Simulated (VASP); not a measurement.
Write the native input for VASP 6.6.1 that does the following.

```
Task                   : relaxation of cell and atoms
Functional             : PBE
Potentials or basis    : VASP PAW PBE potentials, release 64 (P)
Cutoff                 : 600 eV
k mesh                 : 17 × 17 × 9
Occupations            : fermi-dirac, width 0.05 eV
Spin                   : no spin polarisation
Target pressure        : 15 GPa
Dipole correction      : no
Further INCAR settings : ALGO = Normal; EDIFF = 1e-07; IBRION = 2; EDIFFG = -0.005; NSW = 60; ISIF = 3
```

The structure of P lies in POSCAR:

```
P
1.0
    2.6359578628      0.0000000000      0.0000000000
   -1.3179789314      2.2828064725      0.0000000000
    0.0000000000      0.0000000000      4.2702517377
P
2
Direct
    0.3333333333      0.6666666667      0.2500000000
    0.6666666667      0.3333333333      0.7500000000
```

The input as run:

INCAR

```
SYSTEM = P
ALGO = Normal
EDIFF = 1E-7
EDIFFG = -0.005
ENCUT = 600
GGA = PE
IBRION = 2
ISIF = 3
ISMEAR = -1
LASPH = .True.
LCHARG = .False.
LREAL = .False.
LWAVE = .False.
NELM = 80
NSW = 60
PREC = Accurate
PSTRESS = 150.0
SIGMA = 0.05
```

KPOINTS

```
k-points
0
Gamma
  17 17 9
  0 0 0
```

Potentials or basis: VASP PAW PBE potentials, release 64 (P).

Command:

```sh
$ cat potpaw_PBE.64/P/POTCAR > POTCAR
$ mpirun -np 1 vasp_std > vasp.out
```

Results of the run:

| Item | Value |
| --- | --- |
| Relaxed volume | 13.26 Å³/atom |
| Relaxed cell | a = 3.141 Å, b = 3.141 Å, c = 3.106 Å, α = 90.00°, β = 90.00°, γ = 120.00° |
| Space group after relaxing (to 0.05 Å) | P6_3/mmc (No. 194) |
| Energy change on relaxing (the enthalpy is what falls) | -399.1 meV/atom |
| Ionic steps | 20 |
| Pressure after relaxing | 15.0 GPa |
| Band gap on the k mesh | zero (band 5 reaches 13.42 eV, above the bottom of band 6 at 7.24 eV) |

Caveat: the cell is relaxed towards a set pressure, so the enthalpy falls and the energy may rise.

Wall time 2.5 min on 1 thread of Intel(R) Xeon(R) Platinum 8481C CPU @ 2.70GHz (Sapphire Rapids), with other jobs on the host, peak memory 0.19 GiB.
